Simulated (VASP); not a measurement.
# Ca (I4/mmm) in VASP: a series of runs

The runs below take Ca through single point, with PBEsol.

All numbers are computed with VASP 6.6.1; they aren't measurements. Logs are shortened: lines on timing, memory, paths and dates and some standing lists are left out, and cuts for length are marked.

### Step 1. The cell of the first run

The structure is tetragonal, space group I4/mmm (No. 139). The conventional cell has a = 4.320 Å, b = 4.320 Å, c = 4.303 Å, α = 90.00°, β = 90.00°, γ = 90.00°. Ca (site symmetry 4/mmm) has 14 Ca at 3.74 to 4.32 Å within 4.9 Å.

### Step 2. Single point, PBEsol

File INCAR:

```
SYSTEM = Ca
PREC = Accurate
ENCUT = 520
EDIFF = 1E-7
ISMEAR = -1
SIGMA = 0.05
LREAL = .False.
LASPH = .True.
NELM = 100
ALGO = Normal
ISIF = 2
LWAVE = .False.
LCHARG = .False.
GGA = PS
NBANDS = 11
```

File KPOINTS:

```
regular mesh
0
Gamma
  9 9 9
  0 0 0
```

File POSCAR:

```
Ca
1.0
   -2.1601881849      2.1601881849      2.1512837471
    2.1601881849     -2.1601881849      2.1512837471
    2.1601881849      2.1601881849     -2.1512837471
Ca
1
Direct
    0.5000000000      0.5000000000      0.0000000000
```

Potentials or basis: VASP PAW PBE potentials, release 64 (Ca_sv).

Launch:

```sh
$ cat potpaw_PBE.64/Ca_sv/POTCAR > POTCAR
$ mpirun -np 1 vasp_std > vasp.out
```

OUTCAR:

```text
SYSTEM = Ca
   PREC = Accurate
   ENCUT = 520
   EDIFF = 1E-7
   ISMEAR = -1
   LREAL = .False.
   LASPH = .True.
   NELM = 100
   ISIF = 2
   GGA = PS

 ion  position               nearest neighbor table
   1  0.500  0.500  0.000-

  LATTYP: Found a body centered tetragonal cell.
 ALAT       =     4.3203763698
 C/A-ratio  =     0.9958779342

  Lattice vectors:

 A1 = (  -2.1601881849,   2.1601881849,   2.1512837471)
 A2 = (   2.1601881849,  -2.1601881849,   2.1512837471)
 A3 = (   2.1601881849,   2.1601881849,  -2.1512837471)

Analysis of symmetry for initial positions (statically):
=====================================================================
 Subroutine PRICEL returns:
 Original cell was already a primitive cell.

 Routine SETGRP: Setting up the symmetry group for a
 body centered tetragonal supercell.

 Subroutine GETGRP returns: Found 16 space group operations
 (whereof 16 operations were pure point group operations)
 out of a pool of 16 trial point group operations.

The static configuration has the point symmetry D_4h.

Analysis of symmetry for dynamics (positions and initial velocities):
=====================================================================
 Subroutine PRICEL returns:
 Original cell was already a primitive cell.

 Routine SETGRP: Setting up the symmetry group for a
 body centered tetragonal supercell.

 Subroutine GETGRP returns: Found 16 space group operations
 (whereof 16 operations were pure point group operations)
 out of a pool of 16 trial point group operations.

The dynamic configuration has the point symmetry D_4h.

 Subroutine INISYM returns: Found 16 space group operations
 (whereof 16 operations are pure point group operations),
 and found     1 'primitive' translations

----------------------------------------------------------------------------------------

                                     Primitive cell

  volume of cell :      40.1551

  direct lattice vectors                    reciprocal lattice vectors
    -2.160188185  2.160188185  2.151283747     0.000000000  0.231461316  0.232419364
     2.160188185 -2.160188185  2.151283747     0.231461316  0.000000000  0.232419364
     2.160188185  2.160188185 -2.151283747     0.231461316  0.231461316  0.000000000

  length of vectors
     3.736421784  3.736421784  3.736421784     0.328013874  0.328013874  0.327335732

  position of ions in fractional coordinates (direct lattice)
     0.500000000  0.500000000  0.000000000

  ion indices of the primitive-cell ions
   primitive index   ion index
                 1           1

----------------------------------------------------------------------------------------

 KPOINTS: regular mesh

Automatic generation of k-mesh.
 Grid dimensions read from file:
 generate k-points for:    9    9    9

 Generating k-lattice:

  Cartesian coordinates                     Fractional coordinates (reciprocal lattice)
     0.000000000  0.025717924  0.025824374     0.111111111  0.000000000 -0.000000000
     0.025717924  0.000000000  0.025824374     0.000000000  0.111111111 -0.000000000
     0.025717924  0.025717924  0.000000000     0.000000000  0.000000000  0.111111111

  Length of vectors
     0.036445986  0.036445986  0.036370637

  Shift w.r.t. Gamma in fractional coordinates (k-lattice)
     0.000000000  0.000000000  0.000000000

 Subroutine IBZKPT returns following result:
 ===========================================

 Found     75 irreducible k-points:

 Following reciprocal coordinates:
            Coordinates               Weight
  0.000000  0.000000  0.000000      1.000000
  0.111111 -0.000000  0.000000      8.000000
  0.222222 -0.000000  0.000000      8.000000
  0.333333 -0.000000  0.000000      8.000000
  0.444444 -0.000000  0.000000      8.000000
  0.111111  0.111111  0.000000      8.000000
[... 16 lines left out ...]
 -0.333333  0.333333  0.000000      4.000000
  0.444444  0.444444  0.000000      8.000000
 [... further k-points ...]
   k-points           NKPTS =     75   k-points in BZ     NKDIM =     75   number of bands    NBANDS=     11
   number of dos      NEDOS =    301   number of ions     NIONS =      1
   total plane-waves  NPLWV =  21952
   dimension x,y,z NGX =    28 NGY =   28 NGZ =   28
   dimension x,y,z NGXF=    56 NGYF=   56 NGZF=   56
   ions per type =               1
   NGX,Y,Z   is equivalent  to a cutoff of  12.46, 12.46, 12.46 a.u.
   NGXF,Y,Z  is equivalent  to a cutoff of  24.92, 24.92, 24.92 a.u.
 SYSTEM =  Ca
   PREC   = accura    normal or accurate (medium, high low for compatibility)
   ISTART =      0    job   : 0-new  1-cont  2-samecut
   ICHARG =      2    charge: 1-file 2-atom 10-const
   ISPIN  =      1    spin polarized calculation?
   LNONCOLLINEAR =      F non collinear calculations
   LSORBIT =      F    spin-orbit coupling
   LASPH  =      T    aspherical Exc in radial PAW
   ENCUT  =  520.0 eV  38.22 Ry    6.18 a.u.   6.95  6.95  6.95*2*pi/ulx,y,z
   NELM   =    100;   NELMIN=  2; NELMDL= -5     # of ELM steps
   EDIFF  = 0.1E-06   stopping-criterion for ELM
   LREAL  =      F    real-space projection
   EDIFFG = 0.1E-05   stopping-criterion for IOM
   NSW    =      0    number of steps for IOM
   IBRION =     -1    ionic relax: 0-MD 1-quasi-New 2-CG
   NFREE  =      0    steps in history (QN), initial steepest desc. (CG)
   ISIF   =      2    stress and relaxation
   ISYM   =      2    0-nonsym 1-usesym 2-fastsym
   POTIM  = 0.5000    time-step for ionic-motion
   TEBEG  =    0.0;   TEEND  =   0.0 temperature during run
   PSTRESS=    0.0 pullay stress
   NELECT =      10.0000    total number of electrons
   NUPDOWN=      -1.0000    fix difference up-down
   EMIN   =  10.00;   EMAX   =-10.00  energy-range for DOS
   EFERMI =   0.00;   METHOD = LEGACY
   ISMEAR =    -1;   SIGMA  =   0.05  broadening in eV -4-tet -1-fermi 0-gaus
   EFERMI_NEDOS =   21; number of points for ismear=-14 and -15
   IALGO  =     38    algorithm
   IMIX   =      4    mixing-type and parameters
     AMIX     =   0.40;   BMIX     =  1.00
     AMIX_MAG =   1.60;   BMIX_MAG =  1.00
  volume/ion in A,a.u.               =      40.16       270.98
  Fermi-wavevector in a.u.,A,eV,Ry     =   1.029978  1.946376 14.433799  1.060854
  Thomas-Fermi vector in A             =   2.164053
   LORBIT       =      0    0 simple, 1 ext, 2 COOP (PROOUT), +10 PAW based schemes
   GGA     = PS    functional components
   LHFCALC =     F    Hartree Fock is set to
   AEXX    =    0.0000 exact exchange contribution
   IVDW    =     0    specifies the selected vdW correction
   LEPSILON=     F    determine dielectric tensor
   LRPA    =     F    only Hartree local field effects (RPA)
 non-spin polarized calculation
  energy-cutoff  :      520.00
  volume of cell :       40.16
 maximum number of plane-waves:      1106
   NGX = 13   NGY = 13   NGZ = 13

 number of electron      10.0000001 magnetization

 Free energy of the ion-electron system (eV)
  ---------------------------------------------------
  ext. energy  EPLUGINS =         0.00000000
  ---------------------------------------------------
  free energy    TOTEN  =        -2.12192625 eV

  energy without entropy =       -2.10621134  energy(sigma->0) =       -2.11406879

 E-fermi :   2.1512     XC(G=0):  -7.9676

 val. band max:        2.1464045528   @ k =  -0.4444  -0.4444   0.2222
 cond. band min:       2.1535482898   @ k =  -0.2222  -0.4444   0.1111
 fundamental gap:      0.0071437369
 Fermi energy:         2.1511801435

 k-point     1 :       0.0000    0.0000    0.0000
  band No.  band energies     occupation
      1     -39.6234      2.00000
      2     -20.6078      2.00000
      3     -20.6067      2.00000
      4     -20.6067      2.00000
      5      -2.0291      2.00000
      6       4.4793      0.00000
      7       4.4989      0.00000
      8       4.4989      0.00000
      9       5.6034      0.00000
     10       5.6292      0.00000
     11      12.5887      0.00000

 k-point     2 :       0.1111   -0.0000    0.0000
  band No.  band energies     occupation
      1     -39.6212      2.00000
      2     -20.6278      2.00000
      3     -20.6135      2.00000
      4     -20.6073      2.00000
      5      -1.7964      2.00000
      6       4.3446      0.00000
      7       4.3923      0.00000
      8       4.6685      0.00000
      9       5.4712      0.00000
     10       5.6164      0.00000
     11      12.3343      0.00000

 k-point     3 :       0.2222   -0.0000    0.0000
  band No.  band energies     occupation
      1     -39.6155      2.00000
      2     -20.6791      2.00000
      3     -20.6305      2.00000
      4     -20.6073      2.00000
      5      -1.1306      2.00000
      6       3.8975      0.00000
      7       4.0148      0.00000
      8       5.1800      0.00000
      9       5.4053      0.00000
     10       5.6608      0.00000
     11      10.8376      0.00000

 k-point     4 :       0.3333   -0.0000    0.0000
  band No.  band energies     occupation
      1     -39.6090      2.00000
      2     -20.7366      2.00000
      3     -20.6497      2.00000
      4     -20.6074      2.00000
      5      -0.1373      2.00000
      6       3.1506      0.00000
      7       3.6865      0.00000
      8       5.5134      0.00000
      9       5.7735      0.00000
     10       5.9245      0.00000
     11       9.0363      0.00000

 k-point     5 :       0.4444   -0.0000    0.0000
  band No.  band energies     occupation
      1     -39.6047      2.00000
      2     -20.7736      2.00000
      3     -20.6623      2.00000
      4     -20.6075      2.00000
      5       0.9284      2.00000
      6       2.3822      0.01952
      7       3.4926      0.00000
      8       5.5375      0.00000
      9       5.8959      0.00000
     10       6.6091      0.00000
     11       7.9511      0.00000

 k-point     6 :       0.1111    0.1111    0.0000
  band No.  band energies     occupation
      1     -39.6172      2.00000
      2     -20.6632      2.00000
      3     -20.6209      2.00000
      4     -20.6123      2.00000
      5      -1.3455      2.00000
      6       4.0840      0.00000
      7       4.1108      0.00000
      8       5.0212      0.00000
      9       5.3118      0.00000
     10       5.7005      0.00000
     11      11.7254      0.00000

 k-point     7 :       0.2222    0.1111    0.0000
  band No.  band energies     occupation
      1     -39.6111      2.00000
      2     -20.7133      2.00000
      3     -20.6414      2.00000
      4     -20.6143      2.00000
      5      -0.5076      2.00000
      6       3.4837      0.00000
      7       3.7631      0.00000
      8       5.3360      0.00000
      9       5.6541      0.00000
     10       5.8170      0.00000
     11       9.8457      0.00000

 k-point     8 :       0.3333    0.1111    0.0000
  band No.  band energies     occupation
      1     -39.6057      2.00000
      2     -20.7555      2.00000
      3     -20.6617      2.00000
      4     -20.6148      2.00000
      5       0.5644      2.00000
      6       2.7603      0.00001
      7       3.4985      0.00000
      8       5.4642      0.00000
      9       5.8849      0.00000
     10       6.4071      0.00000
     11       8.2687      0.00000
[... 141 lines left out ...]
 k-point    19 :      -0.2222    0.2222    0.0000
  band No.  band energies     occupation
      1     -39.6155      2.00000
      2     -20.6786      2.00000
      3     -20.6313      2.00000
      4     -20.6066      2.00000
      5      -1.1343      2.00000
      6       3.8850      0.00000
      7       4.0322      0.00000
      8       5.1880      0.00000
      9       5.3841      0.00000
     10       5.6706      0.00000
     11      10.8028      0.00000

 k-point    20 :       0.3333    0.3333    0.0000
  band No.  band energies     occupation
      1     -39.6018      2.00000
      2     -20.7254      2.00000
      3     -20.7247      2.00000
      4     -20.6286      2.00000
      5       2.3178      0.06891
      6       2.3283      0.05623
      7       2.5494      0.00070
      8       5.7439      0.00000
      9       5.7569      0.00000
     10       6.8994      0.00000
     11       7.8240      0.00000

 k-point    21 :       0.4444    0.3333    0.0000
  band No.  band energies     occupation
      1     -39.6029      2.00000
      2     -20.7515      2.00000
      3     -20.6888      2.00000
      4     -20.6248      2.00000
      5       1.4738      2.00000
      6       2.4475      0.00533
      7       3.1494      0.00000
      8       5.5115      0.00000
      9       5.8537      0.00000
     10       7.0410      0.00000
     11       7.4326      0.00000

 k-point    22 :      -0.4444    0.3333   -0.0000
  band No.  band energies     occupation
      1     -39.6058      2.00000
      2     -20.7550      2.00000
      3     -20.6624      2.00000
      4     -20.6138      2.00000
      5       0.5541      2.00000
      6       2.7518      0.00001
      7       3.5190      0.00000
      8       5.4508      0.00000
      9       5.8702      0.00000
     10       6.4104      0.00000
     11       8.2580      0.00000

 k-point    23 :      -0.3333    0.3333    0.0000
  band No.  band energies     occupation
      1     -39.6090      2.00000
      2     -20.7361      2.00000
      3     -20.6504      2.00000
      4     -20.6065      2.00000
      5      -0.1446      2.00000
      6       3.1403      0.00000
      7       3.7083      0.00000
      8       5.4909      0.00000
      9       5.7735      0.00000
     10       5.9289      0.00000
     11       9.0138      0.00000

 k-point    24 :       0.4444    0.4444    0.0000
  band No.  band energies     occupation
      1     -39.6037      2.00000
      2     -20.7714      2.00000
      3     -20.6705      2.00000
      4     -20.6139      2.00000
      5       1.3539      2.00000
      6       2.1565      0.94665
      7       3.4222      0.00000
      8       5.4530      0.00000
      9       5.9215      0.00000
     10       6.8227      0.00000
     11       7.6641      0.00000

 [... further k-points ...]
[... 5 lines left out ...]
  --------------------------------------------------------------------------------------
  -------------------------------------------------------------------------------------
  Total        0.0357223      0.0357223      0.0314046      0.0000000      0.0000000      0.0000000
  in kB        1.4253102      1.4253102      1.2530363      0.0000000      0.0000000      0.0000000
  external PRESSURE =       1.3678856 kB  Pullay stress =       0.0000000 kB

 VOLUME and BASIS-vectors are now :
 -----------------------------------------------------------------------------
  energy-cutoff  :      520.00
  volume of cell :       40.16
      direct lattice vectors                 reciprocal lattice vectors
    -2.160188185  2.160188185  2.151283747     0.000000000  0.231461316  0.232419364
     2.160188185 -2.160188185  2.151283747     0.231461316  0.000000000  0.232419364
     2.160188185  2.160188185 -2.151283747     0.231461316  0.231461316  0.000000000

 POSITION                                       TOTAL-FORCE (eV/Angst)
 -----------------------------------------------------------------------------------
      0.00000      0.00000      2.15128         0.000000      0.000000     -0.000000
 -----------------------------------------------------------------------------------
    total drift:                                0.000000     -0.000000      0.000000

  FREE ENERGIE OF THE ION-ELECTRON SYSTEM (eV)
  ---------------------------------------------------
  free  energy   TOTEN  =        -2.1219262455 eV

  energy  without entropy=       -2.1062113386  energy(sigma->0) =       -2.11406879
```

It took 34 s on 1 thread of Intel Xeon 6975P-C, shared host; peak memory 0.17 GiB.

What came out:

| Quantity | Value |
| --- | --- |
| Free energy | -2.1219 eV |
| Pressure | 0.1 GPa |
| Band gap on the k mesh | zero (band 5 reaches 2.32 eV, above the bottom of band 6 at 2.14 eV) |

Levels at points of the mesh, in eV from the Fermi level:
```csv
k point,band 2,band 3,band 4,band 5,band 6,band 7,band 8,band 9
"(0.00, 0.00, 0.00)",-22.76,-22.76,-22.76,-4.18,2.33,2.35,2.35,3.45
```

Caveat: the PAW data sets were made with another functional, which shifts forces and pressure a little.

(Part 1 of 3 ends here.)
